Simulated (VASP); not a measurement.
# MgO (R-3m) in VASP: single point with r2SCAN

Aim: the single point of MgO with r2SCAN.

All numbers are computed with VASP 6.6.1; they aren't measurements. Logs are shortened: lines on timing, memory, paths and dates and some standing lists are left out, and cuts for length are marked.

**1. The cell of the first run**

Symmetry: R-3m, No. 166, trigonal system. The conventional cell has a = 3.188 Å, b = 3.188 Å, c = 6.637 Å, α = 90.00°, β = 90.00°, γ = 120.00°. Within 2.9 Å of Mg (site symmetry -3m) lie 6 O at 2.15 Å and 6 Mg at 2.88 Å. Within 2.9 Å of O (site symmetry -3m) lie 6 Mg at 2.15 Å and 6 O at 2.88 Å.

**2. Single point, r2SCAN**

POSCAR

```
MgO
1.0
   -0.2254007805      2.0286070245      2.0286070245
    2.0286070245     -0.2254007805      2.0286070245
    2.0286070245      2.0286070245     -0.2254007805
Mg O
1 1
Direct
    0.0000000000      0.0000000000      0.0000000000
    0.5000000000      0.5000000000      0.5000000000
```

INCAR.step1

```
PREC     = Accurate       # precision mode
ENCUT    = 920            # plane-wave cutoff, eV
ISMEAR   = 0              # smearing method
SIGMA    = 0.05           # smearing width, eV
LREAL    = False          # projectors in reciprocal space
LASPH    = True           # aspherical terms in the spheres
NELM     = 120            # most SCF steps
NBANDS   = 15             # bands
GGA      = PE             # functional
ALGO     = Normal         # electronic algorithm
EDIFF    = 1E-5           # SCF threshold, eV
LWAVE    = True           # write WAVECAR
LCHARG   = False          # write CHGCAR
GGA_COMPAT= False
```

INCAR.step2

```
PREC     = Accurate       # precision mode
ENCUT    = 920            # plane-wave cutoff, eV
EDIFF    = 1E-6           # SCF threshold, eV
ISMEAR   = 0              # smearing method
SIGMA    = 0.05           # smearing width, eV
LREAL    = False          # projectors in reciprocal space
LASPH    = True           # aspherical terms in the spheres
NELM     = 120            # most SCF steps
ALGO     = Normal         # electronic algorithm
ISIF     = 2              # what is computed and relaxed
LWAVE    = False          # write WAVECAR
LCHARG   = False          # write CHGCAR
METAGGA  = R2SCAN         # meta-GGA
LMIXTAU  = True         
NBANDS   = 15             # bands
ISTART   = 1            
GGA_COMPAT= False
```

KPOINTS

```
Automatic mesh
0
Gamma
  10 10 10
```

Potentials or basis: VASP PAW PBE potentials, release 64 (Mg_sv, O).

The run is started by

```console
$ cat potpaw_PBE.64/Mg_sv/POTCAR potpaw_PBE.64/O/POTCAR > POTCAR
$ cp INCAR.step1 INCAR
$ mpirun -np 1 vasp_std > vasp.out
$ cp INCAR.step2 INCAR
$ mpirun -np 1 vasp_std > vasp.out
```

OUTCAR:

```text
PREC = Accurate
   ENCUT = 920
   EDIFF = 1E-6
   ISMEAR = 0
   LREAL = False
   LASPH = True
   NELM = 120
   ISIF = 2
   METAGGA = R2SCAN
   ISTART = 1

 ion  position               nearest neighbor table
   1  0.000  0.000  0.000-
   2  0.500  0.500  0.500-

  LATTYP: Found a trigonal (rhomboedric) cell.
 ALAT       =     2.8777245232
 COS(alpha) =     0.3865030675

  Lattice vectors:

 A1 = (  -0.2254007805,   2.0286070245,   2.0286070245)
 A2 = (   2.0286070245,  -0.2254007805,   2.0286070245)
 A3 = (   2.0286070245,   2.0286070245,  -0.2254007805)

Analysis of symmetry for initial positions (statically):
=====================================================================
 Subroutine PRICEL returns:
 Original cell was already a primitive cell.

 Routine SETGRP: Setting up the symmetry group for a
 trigonal (rhombohedral) supercell.

 Subroutine GETGRP returns: Found 12 space group operations
 (whereof 12 operations were pure point group operations)
 out of a pool of 12 trial point group operations.

The static configuration has the point symmetry D_3d.

Analysis of symmetry for dynamics (positions and initial velocities):
=====================================================================
 Subroutine PRICEL returns:
 Original cell was already a primitive cell.

 Routine SETGRP: Setting up the symmetry group for a
 trigonal (rhombohedral) supercell.

 Subroutine GETGRP returns: Found 12 space group operations
 (whereof 12 operations were pure point group operations)
 out of a pool of 12 trial point group operations.

The dynamic configuration has the point symmetry D_3d.

 Subroutine INISYM returns: Found 12 space group operations
 (whereof 12 operations are pure point group operations),
 and found     1 'primitive' translations

----------------------------------------------------------------------------------------

                                     Primitive cell

  volume of cell :      19.4677

  direct lattice vectors                    reciprocal lattice vectors
    -0.225400781  2.028607024  2.028607024    -0.208778441  0.234875746  0.234875746
     2.028607024 -0.225400781  2.028607024     0.234875746 -0.208778441  0.234875746
     2.028607024  2.028607024 -0.225400781     0.234875746  0.234875746 -0.208778441

  length of vectors
     2.877724523  2.877724523  2.877724523     0.392328522  0.392328522  0.392328522

  position of ions in fractional coordinates (direct lattice)
     0.000000000  0.000000000  0.000000000
     0.500000000  0.500000000  0.500000000

  ion indices of the primitive-cell ions
   primitive index   ion index
                 1           1
                 2           2

----------------------------------------------------------------------------------------

 KPOINTS: Automatic mesh

Automatic generation of k-mesh.
 Grid dimensions read from file:
 generate k-points for:   10   10   10

 Generating k-lattice:

  Cartesian coordinates                     Fractional coordinates (reciprocal lattice)
    -0.020877844  0.023487575  0.023487575     0.100000000 -0.000000000 -0.000000000
     0.023487575 -0.020877844  0.023487575    -0.000000000  0.100000000 -0.000000000
     0.023487575  0.023487575 -0.020877844    -0.000000000 -0.000000000  0.100000000

  Length of vectors
     0.039232852  0.039232852  0.039232852

  Shift w.r.t. Gamma in fractional coordinates (k-lattice)
     0.000000000  0.000000000  0.000000000

 Subroutine IBZKPT returns following result:
 ===========================================

 Found    116 irreducible k-points:

 Following reciprocal coordinates:
            Coordinates               Weight
  0.000000  0.000000  0.000000      1.000000
  0.100000 -0.000000 -0.000000      6.000000
  0.200000 -0.000000 -0.000000      6.000000
  0.300000 -0.000000 -0.000000      6.000000
  0.400000 -0.000000 -0.000000      6.000000
  0.500000 -0.000000 -0.000000      3.000000
[... 16 lines left out ...]
  0.300000  0.300000 -0.000000      6.000000
  0.400000  0.300000 -0.000000     12.000000
 [... further k-points ...]
   k-points           NKPTS =    116   k-points in BZ     NKDIM =    116   number of bands    NBANDS=     15
   number of dos      NEDOS =    301   number of ions     NIONS =      2
   total plane-waves  NPLWV =  21952
   dimension x,y,z NGX =    28 NGY =   28 NGZ =   28
   dimension x,y,z NGXF=    56 NGYF=   56 NGZF=   56
   ions per type =               1   1
   NGX,Y,Z   is equivalent  to a cutoff of  16.18, 16.18, 16.18 a.u.
   NGXF,Y,Z  is equivalent  to a cutoff of  32.35, 32.35, 32.35 a.u.
 SYSTEM =  unknown system
   PREC   = accura    normal or accurate (medium, high low for compatibility)
   ISTART =      1    job   : 0-new  1-cont  2-samecut
   ICHARG =      0    charge: 1-file 2-atom 10-const
   ISPIN  =      1    spin polarized calculation?
   LNONCOLLINEAR =      F non collinear calculations
   LSORBIT =      F    spin-orbit coupling
   LASPH  =      T    aspherical Exc in radial PAW
   ENCUT  =  920.0 eV  67.62 Ry    8.22 a.u.   7.12  7.12  7.12*2*pi/ulx,y,z
   NELM   =    120;   NELMIN=  2; NELMDL=  0     # of ELM steps
   EDIFF  = 0.1E-05   stopping-criterion for ELM
   LREAL  =      F    real-space projection
[... 7 lines left out ...]
   TEBEG  =    0.0;   TEEND  =   0.0 temperature during run
   PSTRESS=    0.0 pullay stress
   NELECT =      16.0000    total number of electrons
   NUPDOWN=      -1.0000    fix difference up-down
   EMIN   =  10.00;   EMAX   =-10.00  energy-range for DOS
   EFERMI =   0.00;   METHOD = LEGACY
   ISMEAR =     0;   SIGMA  =   0.05  broadening in eV -4-tet -1-fermi 0-gaus
   EFERMI_NEDOS =   21; number of points for ismear=-14 and -15
   IALGO  =     38    algorithm
   IMIX   =      4    mixing-type and parameters
     AMIX     =   0.40;   BMIX     =  1.00
     AMIX_MAG =   1.60;   BMIX_MAG =  1.00
  volume/ion in A,a.u.               =       9.73        65.69
  Fermi-wavevector in a.u.,A,eV,Ry     =   1.533474  2.897846 31.994681  2.351543
  Thomas-Fermi vector in A             =   2.640536
   LORBIT       =      0    0 simple, 1 ext, 2 COOP (PROOUT), +10 PAW based schemes
   METAGGA = R2SCAN    functional components
   LHFCALC =     F    Hartree Fock is set to
   AEXX    =    0.0000 exact exchange contribution
   IVDW    =     0    specifies the selected vdW correction
   LEPSILON=     F    determine dielectric tensor
   LRPA    =     F    only Hartree local field effects (RPA)
 non-spin polarized calculation
 Gauss-broadening in eV      SIGMA  =   0.05
  energy-cutoff  :      920.00
  volume of cell :       19.47
 maximum number of plane-waves:      1252
   NGX = 15   NGY = 15   NGZ = 15

 number of electron      16.0000004 magnetization

 Free energy of the ion-electron system (eV)
  ---------------------------------------------------
  ext. energy  EPLUGINS =         0.00000000
  ---------------------------------------------------
  free energy    TOTEN  =       -15.87210401 eV

  energy without entropy =      -15.87210401  energy(sigma->0) =      -15.87210401

 E-fermi :   3.3850     XC(G=0): -11.8257

 val. band max:        2.9507022675   @ k =   0.0000   0.0000   0.0000
 cond. band min:       7.2548351229   @ k =   0.0000   0.0000   0.0000
 fundamental gap:      4.3041328554
 Fermi energy:         3.3850181354

 k-point     1 :       0.0000    0.0000    0.0000
  band No.  band energies     occupation
      1     -73.0375      2.00000
      2     -38.1621      2.00000
      3     -38.1045      2.00000
      4     -38.1045      2.00000
      5     -15.6716      2.00000
      6       2.0340      2.00000
      7       2.0340      2.00000
      8       2.9507      2.00000
      9       7.2548      0.00000
     10      17.3906      0.00000
     11      17.3906      0.00000
     12      22.4581      0.00000
     13      22.9109      0.00000
     14      25.0606      0.00000
     15      25.0606      0.00000

 k-point     2 :       0.1000   -0.0000   -0.0000
  band No.  band energies     occupation
      1     -73.0369      2.00000
      2     -38.1647      2.00000
      3     -38.1094      2.00000
      4     -38.1045      2.00000
      5     -15.5799      2.00000
      6       1.4777      2.00000
      7       1.9938      2.00000
      8       2.8268      2.00000
      9       7.8572      0.00000
     10      16.7293      0.00000
     11      17.6562      0.00000
     12      22.4046      0.00000
     13      23.8327      0.00000
     14      23.8963      0.00000
     15      25.2738      0.00000

 k-point     3 :       0.2000   -0.0000   -0.0000
  band No.  band energies     occupation
      1     -73.0354      2.00000
      2     -38.1733      2.00000
      3     -38.1206      2.00000
      4     -38.1044      2.00000
      5     -15.3294      2.00000
      6       0.2319      2.00000
      7       1.8911      2.00000
      8       2.6523      2.00000
      9       9.0657      0.00000
     10      15.6377      0.00000
     11      18.3569      0.00000
     12      22.5852      0.00000
     13      22.6160      0.00000
     14      24.1586      0.00000
     15      26.0614      0.00000
[... 343 lines left out ...]
 k-point    23 :       0.3000    0.3000   -0.0000
  band No.  band energies     occupation
      1     -73.0309      2.00000
      2     -38.2035      2.00000
      3     -38.1253      2.00000
      4     -38.1189      2.00000
      5     -14.7386      2.00000
      6      -0.6918      2.00000
      7       0.8947      2.00000
      8       1.9822      2.00000
      9      11.3108      0.00000
     10      13.6499      0.00000
     11      17.6832      0.00000
     12      19.7034      0.00000
     13      22.6235      0.00000
     14      27.2715      0.00000
     15      29.3602      0.00000

 k-point    24 :       0.4000    0.3000   -0.0000
  band No.  band energies     occupation
      1     -73.0296      2.00000
      2     -38.2122      2.00000
      3     -38.1320      2.00000
      4     -38.1192      2.00000
      5     -14.5228      2.00000
      6      -1.1544      2.00000
      7       0.6244      2.00000
      8       1.8815      2.00000
      9      12.0047      0.00000
     10      13.3971      0.00000
     11      16.8393      0.00000
     12      20.1316      0.00000
     13      22.8272      0.00000
     14      27.9552      0.00000
     15      28.7160      0.00000

 [... further k-points ...]

------------------------ aborting loop because EDIFF is reached ----------------------------------------

  FORCE on cell =-STRESS in cart. coord.  units (eV):
  Direction    XX          YY          ZZ          XY          YZ          ZX
  --------------------------------------------------------------------------------------
  -------------------------------------------------------------------------------------
  Total       -0.8028893     -0.8028893     -0.8028893      1.4772905      1.4772905      1.4772905
  in kB      -66.0771139    -66.0771139    -66.0771139    121.5797684    121.5797684    121.5797684
  external PRESSURE =     -66.0771139 kB  Pullay stress =       0.0000000 kB

 VOLUME and BASIS-vectors are now :
 -----------------------------------------------------------------------------
  energy-cutoff  :      920.00
  volume of cell :       19.47
      direct lattice vectors                 reciprocal lattice vectors
    -0.225400781  2.028607024  2.028607024    -0.208778441  0.234875746  0.234875746
     2.028607024 -0.225400781  2.028607024     0.234875746 -0.208778441  0.234875746
     2.028607024  2.028607024 -0.225400781     0.234875746  0.234875746 -0.208778441

 POSITION                                       TOTAL-FORCE (eV/Angst)
 -----------------------------------------------------------------------------------
      0.00000      0.00000      0.00000         0.000000     -0.000000      0.000000
      1.91591      1.91591      1.91591        -0.000000      0.000000     -0.000000
 -----------------------------------------------------------------------------------
    total drift:                                0.000000      0.000000      0.000000

  FREE ENERGIE OF THE ION-ELECTRON SYSTEM (eV)
  ---------------------------------------------------
  free  energy   TOTEN  =       -15.8721040127 eV

  energy  without entropy=      -15.8721040127  energy(sigma->0) =      -15.87210401
```

It took 3.1 min on 1 thread of AMD EPYC 7R13 (Zen 3), shared host; peak memory 0.18 GiB.

Results:

```
Free energy            : -15.8721 eV
Pressure               : -6.6 GPa
Band gap on the k mesh : 4.30 eV
```

Caveat: the cell stands under tension; the PAW data sets were made with another functional, which shifts forces and pressure a little.
